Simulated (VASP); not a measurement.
# Re (P6_3/mmc) in VASP: notebook, part 2 of 2

VASP 6.6.1.

### Step 4. Relaxation of cell and atoms, PBEsol

This run uses another cell than the first one, of 14.71 Å³/atom, 1.010 times its volume.

INCAR reads:

```
SYSTEM = Re
ALGO     = Normal         ! electronic algorithm
EDIFF    = 1E-6           ! SCF threshold, eV
EDIFFG   = -0.005         ! ionic threshold
ENCUT    = 600            ! plane-wave cutoff, eV
GGA      = PS             ! functional
IBRION   = 2              ! ionic algorithm
ISIF     = 3              ! what is computed and relaxed
ISMEAR   = 0              ! smearing method
LASPH    = .True.         ! aspherical terms in the spheres
LCHARG   = .False.        ! write CHGCAR
LREAL    = .False.        ! projectors in reciprocal space
LWAVE    = .False.        ! write WAVECAR
NELM     = 100            ! most SCF steps
NSW      = 100            ! ionic steps
PREC     = Accurate       ! precision mode
SIGMA    = 0.1            ! smearing width, eV
```

KPOINTS reads:

```
k-points
0
Gamma
  18 18 10
  0 0 0
```

POSCAR reads:

```
Re
1.0
    2.7608000000      0.0000000000      0.0000000000
   -1.3804000000      2.3909229348      0.0000000000
    0.0000000000      0.0000000000      4.4582000000
Re
2
Direct
    0.3333333333      0.6666666667      0.2500000000
    0.6666666667      0.3333333333      0.7500000000
```

Potentials or basis: VASP PAW PBE potentials, release 64 (Re).

Started as:

```sh
$ cat potpaw_PBE.64/Re/POTCAR > POTCAR
$ mpirun -np 1 vasp_std > vasp.out
```

OUTCAR:

```text
SYSTEM = Re
   EDIFF = 1E-6
   EDIFFG = -0.005
   ENCUT = 600
   GGA = PS
   IBRION = 2
   ISIF = 3
   ISMEAR = 0
   LASPH = .True.
   LREAL = .False.
   NELM = 100
   NSW = 100
   PREC = Accurate

 ion  position               nearest neighbor table
   1  0.333  0.667  0.250-   2 2.74   2 2.74   2 2.74   2 2.74   2 2.74   2 2.74
   2  0.667  0.333  0.750-   1 2.74   1 2.74   1 2.74   1 2.74   1 2.74   1 2.74

  LATTYP: Found a hexagonal cell.
 ALAT       =     2.7608000000
 C/A-ratio  =     1.6148217908

  Lattice vectors:

 A1 = (   2.7608000000,   0.0000000000,   0.0000000000)
 A2 = (  -1.3804000000,   2.3909229348,   0.0000000000)
 A3 = (   0.0000000000,   0.0000000000,   4.4582000000)

Analysis of symmetry for initial positions (statically):
=====================================================================
 Subroutine PRICEL returns:
 Original cell was already a primitive cell.

 Routine SETGRP: Setting up the symmetry group for a
 hexagonal supercell.

 Subroutine GETGRP returns: Found 24 space group operations
 (whereof 12 operations were pure point group operations)
 out of a pool of 24 trial point group operations.
[... 175 lines left out ...]
  Total       -0.7624523     -0.7624523     -0.7551835      0.0000000     -0.0000000      0.0000000
  in kB      -41.5109969    -41.5109969    -41.1152562      0.0000000     -0.0000000      0.0000000
  external PRESSURE =     -41.3790833 kB  Pullay stress =       0.0000000 kB
[... 239 lines left out ...]
--------------------------------------- Ionic step        8  -------------------------------------------

 number of electron      14.0000000 magnetization

 Free energy of the ion-electron system (eV)
  ---------------------------------------------------
  ext. energy  EPLUGINS =         0.00000000
  ---------------------------------------------------
  free energy    TOTEN  =       -26.74218374 eV

  energy without entropy =      -26.73403001  energy(sigma->0) =      -26.73810688

 E-fermi :   7.8313     XC(G=0): -13.8774

 val. band max:        7.8295616595   @ k =   0.3889  -0.0000   0.5000
 cond. band min:       7.8354604333   @ k =   0.2778  -0.0000   0.5000
 fundamental gap:      0.0058987738
 Fermi energy:         7.8312981481

 k-point     1 :       0.0000    0.0000    0.0000
  band No.  band energies     occupation
      1      -2.1230      2.00000
      2       1.1284      2.00000
      3       6.2348      2.00000
      4       6.2348      2.00000
      5       6.2370      2.00000
      6       7.0887      2.00000
      7       7.0887      2.00000
      8       8.0356      0.00386
      9       8.0356      0.00386
     10       8.4832      0.00000
     11      11.2681      0.00000
[... 309 lines left out ...]
 k-point    24 :       0.3889    0.1111    0.0000
  band No.  band energies     occupation
      1       2.1864      2.00000
      2       2.3158      2.00000
      3       2.6306      2.00000
      4       5.5355      2.00000
      5       5.7208      2.00000
      6       6.4501      2.00000
      7       7.2123      2.00000
      8      11.1065      0.00000
      9      11.7166      0.00000
     10      12.0132      0.00000
     11      13.5837      0.00000

 [... further k-points ...]
[... 5 lines left out ...]
  --------------------------------------------------------------------------------------
  -------------------------------------------------------------------------------------
  Total        0.0006436      0.0006436      0.0087789      0.0000000      0.0000000      0.0000000
  in kB        0.0354106      0.0354106      0.4830499      0.0000000      0.0000000      0.0000000
  external PRESSURE =       0.1846237 kB  Pullay stress =       0.0000000 kB
[... 17 lines left out ...]
  FREE ENERGIE OF THE ION-ELECTRON SYSTEM (eV)
  ---------------------------------------------------
  free  energy   TOTEN  =       -26.7421837398 eV

  energy  without entropy=      -26.7340300127  energy(sigma->0) =      -26.73810688

 reached required accuracy - stopping structural energy minimisation
```

OSZICAR:

```text
N       E                     dE             d eps       ncg     rms          rms(c)
DAV:   1     0.348449997901E+02    0.34845E+02   -0.74682E+03  8568   0.173E+03
DAV:   2    -0.203924832360E+02   -0.55237E+02   -0.47579E+02  7586   0.332E+02
[... 49 lines left out ...]
   7 F= -.26742159E+02 E0= -.26738083E+02  d E =0.239447E-04
       N       E                     dE             d eps       ncg     rms          rms(c)
DAV:   1    -0.267421994346E+02   -0.40599E-04   -0.23418E-03  5890   0.301E+00    0.146E-01
DAV:   2    -0.267421873959E+02    0.12039E-04   -0.27330E-05  7811   0.192E-01    0.508E-02
DAV:   3    -0.267421830058E+02    0.43901E-05   -0.28647E-06  2833   0.110E-01    0.131E-02
DAV:   4    -0.267421837398E+02   -0.73402E-06   -0.97140E-06  6136   0.237E-02
   8 F= -.26742184E+02 E0= -.26738107E+02  d E =-.105093E-05
```

Run time: 3 min. Hardware: 1 thread of Intel Xeon Platinum 8488C (Sapphire Rapids), shared host; peak memory 0.24 GiB.

What came out:

```
Free energy                            : -26.7422 eV
Relaxed volume                         : 14.56 Å³/atom
Relaxed cell                           : a = 2.751 Å, b = 2.751 Å, c = 4.443 Å, α = 90.00°, β = 90.00°, γ = 120.00°
Space group after relaxing (to 0.05 Å) : P6_3/mmc (No. 194)
Energy gained by relaxing              : 2.0 meV/atom
Ionic steps                            : 8
Pressure after relaxing                : 0.0 GPa
Band gap on the k mesh                 : zero (band 7 reaches 9.34 eV, above the bottom of band 8 at 6.10 eV)
```

The path:
```
step  energy change (eV)  largest force (eV/Å)  pressure (GPa)  volume (Å³)
   1              0.0000                0.0000           -4.14        29.43
   2              0.0721                0.0000           19.87        27.84
   3             -0.0041                0.0000           -0.08        29.12
   4             -0.0041                0.0000           -0.07        29.12
   5             -0.0040                0.0000            0.44        29.09
   6             -0.0041                0.0000            0.09        29.11
   7             -0.0040                0.0000           -0.31        29.14
   8             -0.0041                0.0000            0.02        29.12
```

Final structure:
```yaml
crystal:
  lattice:
    - [2.75100, 0.00000, 0.00000]
    - [-1.37550, 2.38243, 0.00000]
    - [0.00000, 0.00000, 4.44273]
  atoms:
    - { symbol: Re, position: [0.33333, 0.66667, 0.25000] }
    - { symbol: Re, position: [0.66667, 0.33333, 0.75000] }
```

Levels at points of the mesh, in eV from the Fermi level:
| k point | band 4 | band 5 | band 6 | band 7 | band 8 | band 9 | band 10 | band 11 |
| --- | --- | --- | --- | --- | --- | --- | --- | --- |
| (0.00, 0.00, 0.00) | -1.60 | -1.59 | -0.74 | -0.74 | 0.20 | 0.20 | 0.65 | 3.44 |
| (0.50, 0.00, 0.00) | -1.96 | -1.73 | -1.37 | -0.59 | 4.06 | 4.47 | 4.60 | 6.18 |
| (0.00, 0.00, 0.50) | -2.40 | -1.73 | -1.73 | -1.73 | -1.73 | 2.61 | 2.61 | 2.61 |
| (0.50, 0.00, 0.50) | -4.14 | 0.41 | 0.41 | 0.96 | 0.96 | 4.38 | 4.38 | 4.88 |

Caveat: the PAW data sets were made with another functional, which shifts forces and pressure a little; spin-orbit coupling is left out, which moves the levels of the heavy elements.

### Step 5. Overview

| task | cell | cutoff (eV) | smearing | gap on the mesh (eV) | pressure (GPa) |
| --- | --- | --- | --- | --- | --- |
| single point | a = 2.753, b = 2.753, c = 4.437 Å, angles 90.0, 90.0, 120.0°, 2 atoms | 520 | fermi-dirac 0.15 eV | none | 0.0 |
| single point | a = 2.750, b = 2.750, c = 4.443 Å, angles 90.0, 90.0, 120.0°, 2 atoms | 520 | gaussian 0.1 eV | none | 0.1 |
| relaxation of cell and atoms | relaxed from a = 2.761, b = 2.761, c = 4.458 Å, angles 90.0, 90.0, 120.0°, 2 atoms | 600 | gaussian 0.1 eV | none | 0.0 |

Alike in all rows: level PBEsol; potentials or basis VASP PAW PBE potentials, release 64 (Re); no spin polarisation; k mesh 18 × 18 × 10.

Caveats: the PAW data sets were made with another functional, which shifts forces and pressure a little; spin-orbit coupling is left out, which moves the levels of the heavy elements.

Absolute energies hang on the potentials; compare differences alone.
